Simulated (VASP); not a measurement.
VSe7: single point with PBE

Crystal: VSe7.

```
CELL_PARAMETERS angstrom
6.15996 0.00000 0.00000
0.00000 6.15996 0.00000
0.00000 0.00000 6.15996
ATOMIC_POSITIONS crystal
V 0.00000 0.00000 0.00000
Se 0.00000 0.50000 0.50000
Se 0.50000 0.00000 0.50000
Se 0.50000 0.50000 0.00000
Se 0.50000 0.00000 0.00000
Se 0.00000 0.50000 0.00000
Se 0.00000 0.00000 0.50000
Se 0.50000 0.50000 0.50000
```

The cell was generated, and may not be a known phase.

```json
{
  "Program": "VASP 6.6.1",
  "Task": "single point",
  "Functional": "PBE",
  "Potentials or basis": "VASP PAW PBE potentials, release 64 (V_sv, Se)",
  "Cutoff": "520 eV",
  "k mesh": "4 × 4 × 4",
  "Occupations": "gaussian, width 0.1 eV",
  "Spin": "collinear spin, ferromagnetic start",
  "Starting moments": "[2.0, 0.0, 0.0, 0.0, 0.0, 0.0, 0.0, 0.0] μB",
  "Dipole correction": "no",
  "Further INCAR settings": "ALGO = Normal; EDIFF = 1e-06; NBANDS = 42"
}
```

```json
{"Pressure": "-10.5 GPa", "Net moment": "-2.91 μB per cell", "Site moments": "V -2.74; Se -0.01, +0.06, +0.03 (each value once) μB", "Valence electrons inside the program's atomic spheres": "V 11.12; Se 3.56, 3.62 (each value once)"}
```

Levels at points of the mesh, in eV from the Fermi level:
Spin up:
```csv
k point,band 23,band 24,band 25,band 26,band 27,band 28,band 29,band 30
"(0.00, 0.00, 0.00)",-1.86,1.10,1.10,1.10,1.54,1.54,1.72,1.72
"(0.50, 0.00, 0.00)",-1.52,-1.49,-0.79,-0.58,1.24,1.24,1.55,1.63
"(0.50, 0.50, 0.00)",-1.70,-1.49,-1.24,-1.06,-0.98,-0.96,-0.96,1.56
"(0.50, 0.50, 0.50)",-1.62,-1.62,-1.61,-1.61,-1.61,-1.57,-1.57,-1.55
```
Spin down:
```csv
k point,band 27,band 28,band 29,band 30,band 31,band 32
"(0.00, 0.00, 0.00)",0.03,0.03,0.72,1.11,1.11,1.11
"(0.50, 0.00, 0.00)",-0.66,-0.66,-0.60,0.03,0.21,1.31
"(0.50, 0.50, 0.00)",-0.96,-0.96,-0.95,-0.66,-0.66,-0.17
"(0.50, 0.50, 0.50)",-1.57,-1.56,-1.56,-1.53,-1.53,-1.53
```

It took 19 min on 1 thread of Intel(R) Xeon(R) Platinum 8259CL CPU @ 2.50GHz (Skylake/Cascade Lake), on a shared host, peak memory 0.48 GiB.

Caveat: the cell stands under tension. With open d or f shells a metallic result of PBE can be an artefact of self-interaction; +U or a hybrid may open a gap.
